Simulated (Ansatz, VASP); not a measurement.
## Two plane-wave programs on Os

The input POSCAR:

```
Os
1.0
    0.0729375000      1.9450000000      1.9450000000
    1.9450000000      0.0729375000      1.9450000000
    2.0179375000      2.0179375000      0.0000000000
Os
1
Direct
    0.0000000000      0.0000000000      0.0000000000
```

The input INCAR.step1:

```
ALGO = Normal ; EDIFF = 1E-4
ENCUT = 520 ; GGA = PE
ISMEAR = 0 ; LASPH = True
LCHARG = False ; LREAL = False
LWAVE = True ; NBANDS = 10
NELM = 60 ; PREC = Accurate
SIGMA = 0.15
```

INCAR.step2

```
ALGO = Normal ; EDIFF = 1E-6
ENCUT = 520 ; ISIF = 2
ISMEAR = 0 ; ISTART = 1
LASPH = True ; LCHARG = False
LMIXTAU = True ; LREAL = False
LWAVE = False ; METAGGA = R2SCAN
NBANDS = 10 ; NELM = 60
PREC = Accurate ; SIGMA = 0.15
```

Contents of KPOINTS:

```
k-points
0
Gamma
  20 20 20
```

Input for Ansatz:

```yaml
crystal:
  lattice:
    - [0.0729375, 1.945, 1.945]
    - [1.945, 0.0729375, 1.945]
    - [2.0179375, 2.0179375, 0.0]
  atoms:
    - { symbol: Os, position: [0.0, 0.0, 0.0] }
basis:
  ecutwfc: 500
kpoints:
  mp_grid: { grid: [20, 20, 20] }
hamiltonian:
  xc: r2scan
scf:
  occupations: { method: gaussian, width: 0.15 }
output:
  forces: true
  stress: true
  eigenvalues: true
```

Change from the starting cell: strain +0.0750 x Voigt [0, 0, 0, 0, 0, 1], atoms carried along.

Alike in both runs: task single point; functional r2SCAN; k mesh 20 × 20 × 20; occupations gaussian, width 0.15 eV; no spin polarisation.

```csv
,VASP,Ansatz
version,VASP 6.6.1,Ansatz 0.2.0
potentials or method,"VASP PAW PBE potentials, release 64 (Os), cutoff 520 eV","scalar-relativistic, plane waves, PAW"
valence electrons in the cell,8,16
```

|  | VASP | Ansatz | Ansatz less VASP |
| --- | --- | --- | --- |
| gap on the k mesh at the Fermi level (eV) | none | none | - |
| pressure (GPa) | -13.7 | -14.3 | -0.62 |
| traceless stress, the component that is largest in VASP (GPa) | -21.44 | -21.55 | -0.115 |

VASP's potentials were made for PBE, not for r2SCAN. A gap of «none» marks a metal or a gap that the smearing closes. VASP's potentials hold 8 valence electrons a cell and Ansatz's 16, so a difference there can come from the potentials and not from the codes.

Neither program's run includes spin-orbit coupling.
